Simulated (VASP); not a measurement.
# Be2SbP3 (P1) in VASP: a series of runs

Be2SbP3 is run at these levels: PBE; tasks: single point.

All numbers are computed with VASP 6.6.1; they aren't measurements. Logs are shortened: lines on timing, memory, paths and dates and some standing lists are left out, and cuts for length are marked.

### Step 1. The cell of the first run

The typed cell holds 6 atoms: a = 3.621 Å, b = 5.441 Å, c = 6.052 Å, α = 74.60°, β = 76.05°, γ = 71.16°.

### Step 2. Single point, PBE

File INCAR:

```
PREC = Accurate ; ENCUT = 520
EDIFF = 1E-7 ; ISMEAR = 0
SIGMA = 0.1 ; LREAL = F
LASPH = T ; NELM = 100
ALGO = Normal ; ISIF = 2
LWAVE = F ; LCHARG = T
GGA = PE ; LELF = T
LVHAR = T ; NBANDS = 21
```

File KPOINTS:

```
Automatic mesh
0
Gamma
  6 4 4
```

File POSCAR:

```
Be2SbP3
1.0
    3.6209406455      0.0252104918      0.0313106757
    1.7204363758      5.1615134959      0.0587962984
    1.4016467411      1.1610894714      5.7721659888
Be Sb P
2 1 3
Direct
    0.5453619725      0.7061230644      0.0740355544
    0.4487709729      0.3943635778      0.8773123004
    0.0626653709      0.2596976688      0.5865411303
    0.9372261627      0.8658548217      0.2215195981
    0.0794546397      0.7953866384      0.8381864418
    0.9265208817      0.2900022089      0.0909769948
```

Potentials or basis: VASP PAW PBE potentials, release 64 (Be, Sb, P).

The run is started by

```bash
$ cat potpaw_PBE.64/Be/POTCAR potpaw_PBE.64/Sb/POTCAR potpaw_PBE.64/P/POTCAR > POTCAR
$ mpirun -np 1 vasp_std > vasp.out
```

OUTCAR:

```text
PREC = Accurate
   ENCUT = 520
   EDIFF = 1E-7
   ISMEAR = 0
   LREAL = F
   LASPH = T
   NELM = 100
   ISIF = 2
   GGA = PE

 ion  position               nearest neighbor table
   1  0.545  0.706  0.074-   4 2.15   5 2.22   6 2.23   5 2.32   4 2.32
   2  0.449  0.394  0.877-   5 2.14   6 2.17   6 2.25   3 2.51   3 2.85
   3  0.063  0.260  0.587-   2 2.51   5 2.57   2 2.85   6 3.01   6 3.11
   4  0.937  0.866  0.222-   1 2.15   6 2.22   1 2.32   5 2.36
   5  0.079  0.795  0.838-   2 2.14   1 2.22   1 2.32   4 2.36   3 2.57   6 2.92
   6  0.927  0.290  0.091-   2 2.17   4 2.22   1 2.23   2 2.25   5 2.92   3 3.01   3 3.11

  LATTYP: Found a triclinic cell.
 ALAT       =     5.4410090880
 B/A-ratio  =     1.2832084874
 C/A-ratio  =     0.6655316535
 COS(alpha) =     0.0425697450
 COS(beta)  =     0.3228763469
 COS(gamma) =     0.5491289123

  Lattice vectors:

 A1 = (  -1.7204363758,  -5.1615134959,  -0.0587962984)
 A2 = (  -0.3187896347,  -4.0004240245,   5.7133696904)
 A3 = (  -3.6209406455,  -0.0252104918,  -0.0313106757)

Analysis of symmetry for initial positions (statically):
=====================================================================
 Subroutine PRICEL returns:
 Original cell was already a primitive cell.

 Routine SETGRP: Setting up the symmetry group for a
 triclinic supercell.

 Subroutine GETGRP returns: Found  1 space group operations
 (whereof  1 operations were pure point group operations)
 out of a pool of  2 trial point group operations.

The static configuration has the point symmetry C_1 .

Analysis of symmetry for dynamics (positions and initial velocities):
=====================================================================
 Subroutine PRICEL returns:
 Original cell was already a primitive cell.

 Routine SETGRP: Setting up the symmetry group for a
 triclinic supercell.

 Subroutine GETGRP returns: Found  1 space group operations
 (whereof  1 operations were pure point group operations)
 out of a pool of  2 trial point group operations.

The dynamic configuration has the point symmetry C_1 .

 Subroutine INISYM returns: Found  1 space group operations
 (whereof  1 operations are pure point group operations),
 and found     1 'primitive' translations

----------------------------------------------------------------------------------------

                                     Primitive cell
[... 100 lines left out ...]
   LREAL  =      F    real-space projection
   EDIFFG = 0.1E-05   stopping-criterion for IOM
   NSW    =      0    number of steps for IOM
   IBRION =     -1    ionic relax: 0-MD 1-quasi-New 2-CG
   NFREE  =      0    steps in history (QN), initial steepest desc. (CG)
   ISIF   =      2    stress and relaxation
   ISYM   =      2    0-nonsym 1-usesym 2-fastsym
   POTIM  = 0.5000    time-step for ionic-motion
   TEBEG  =    0.0;   TEEND  =   0.0 temperature during run
   PSTRESS=    0.0 pullay stress
   NELECT =      24.0000    total number of electrons
   NUPDOWN=      -1.0000    fix difference up-down
   EMIN   =  10.00;   EMAX   =-10.00  energy-range for DOS
   EFERMI =   0.00;   METHOD = LEGACY
   ISMEAR =     0;   SIGMA  =   0.10  broadening in eV -4-tet -1-fermi 0-gaus
   EFERMI_NEDOS =   21; number of points for ismear=-14 and -15
   IALGO  =     38    algorithm
   IMIX   =      4    mixing-type and parameters
     AMIX     =   0.40;   BMIX     =  1.00
     AMIX_MAG =   1.60;   BMIX_MAG =  1.00
  volume/ion in A,a.u.               =      17.87       120.59
  Fermi-wavevector in a.u.,A,eV,Ry     =   0.994002  1.878391 13.443092  0.988039
  Thomas-Fermi vector in A             =   2.125923
   LORBIT       =      0    0 simple, 1 ext, 2 COOP (PROOUT), +10 PAW based schemes
   GGA     = PE    functional components
   LHFCALC =     F    Hartree Fock is set to
   AEXX    =    0.0000 exact exchange contribution
   IVDW    =     0    specifies the selected vdW correction
   LEPSILON=     F    determine dielectric tensor
   LRPA    =     F    only Hartree local field effects (RPA)
 non-spin polarized calculation
 Gauss-broadening in eV      SIGMA  =   0.10
  energy-cutoff  :      520.00
  volume of cell :      107.22
 maximum number of plane-waves:      2910
   NGX = 13   NGY = 21   NGZ = 23

 number of electron      24.0000000 magnetization

 Free energy of the ion-electron system (eV)
  ---------------------------------------------------
  ext. energy  EPLUGINS =         0.00000000
  ---------------------------------------------------
  free energy    TOTEN  =       -27.31028409 eV

  energy without entropy =      -27.30445472  energy(sigma->0) =      -27.30736941

 E-fermi :   6.3951     XC(G=0):  -9.7178

 val. band max:        6.2965228193   @ k =  -0.0000  -0.2500   0.2500
 cond. band min:       6.4182505659   @ k =  -0.3333  -0.2500   0.2500
 fundamental gap:      0.1217277466
 Fermi energy:         6.3950996683

 k-point     1 :       0.0000    0.0000    0.0000
  band No.  band energies     occupation
      1      -7.9285      2.00000
      2      -4.3551      2.00000
      3      -3.7646      2.00000
      4      -2.7465      2.00000
      5      -0.3633      2.00000
      6       1.2183      2.00000
[... 565 lines left out ...]
     20      11.8577      0.00000
     21      12.7671      0.00000

 [... further k-points ...]

------------------------ aborting loop because EDIFF is reached ----------------------------------------

  FORCE on cell =-STRESS in cart. coord.  units (eV):
  Direction    XX          YY          ZZ          XY          YZ          ZX
  --------------------------------------------------------------------------------------
  -------------------------------------------------------------------------------------
  Total       -0.0039776     -0.1009305     -0.0644163     -0.0186719     -0.0380857     -0.0178744
  in kB       -0.0594376     -1.5081993     -0.9625698     -0.2790136     -0.5691120     -0.2670955
  external PRESSURE =      -0.8434022 kB  Pullay stress =       0.0000000 kB

 VOLUME and BASIS-vectors are now :
 -----------------------------------------------------------------------------
  energy-cutoff  :      520.00
  volume of cell :      107.22
      direct lattice vectors                 reciprocal lattice vectors
     3.620940646  0.025210492  0.031310676     0.277233196 -0.091851010 -0.048844016
     1.720436376  5.161513496  0.058796298    -0.001018140  0.194523904 -0.038881866
     1.401646741  1.161089471  5.772165989    -0.001493459 -0.001483216  0.173906199

 POSITION                                       TOTAL-FORCE (eV/Angst)
 -----------------------------------------------------------------------------------
      3.29333      3.74437      0.48594        -0.042045     -0.004656      0.001989
      3.53313      3.06546      5.10123         0.015537      0.004640      0.004276
      1.49582      2.02304      3.40284         0.000350      0.022699     -0.029618
      5.19378      4.74995      1.35890         0.021227      0.050577     -0.040620
      2.83095      5.08061      4.88740         0.023730     -0.014799      0.035415
      3.98133      1.62584      0.57120        -0.018799     -0.058461      0.028558
 -----------------------------------------------------------------------------------
    total drift:                               -0.000039      0.000042      0.000131

  FREE ENERGIE OF THE ION-ELECTRON SYSTEM (eV)
  ---------------------------------------------------
  free  energy   TOTEN  =       -27.3102840943 eV

  energy  without entropy=      -27.3044547199  energy(sigma->0) =      -27.30736941
```

Wall time 3.3 min (1 thread of Oxide Virtual Turin-like, shared host); peak memory 0.25 GiB.

What came out:

```
Free energy            : -27.3103 eV
Pressure               : -0.1 GPa
Largest force          : 0.068 eV/Å
Band gap on the k mesh : zero (bands 12 and 13 overlap by 2.10 eV)
```

Forces on the atoms (eV/Å):
```
Be  -0.042 -0.005  0.002
Be   0.016  0.005  0.004
Sb   0.000  0.023 -0.030
P    0.021  0.051 -0.041
P    0.024 -0.015  0.035
P   -0.019 -0.058  0.029
```

Caveat: spin-orbit coupling is left out, which moves the levels of the heavy elements.

(Continued in part 2 of 2.)

The gap in the log of VASP goes by the Fermi energy; the results here count the filled bands.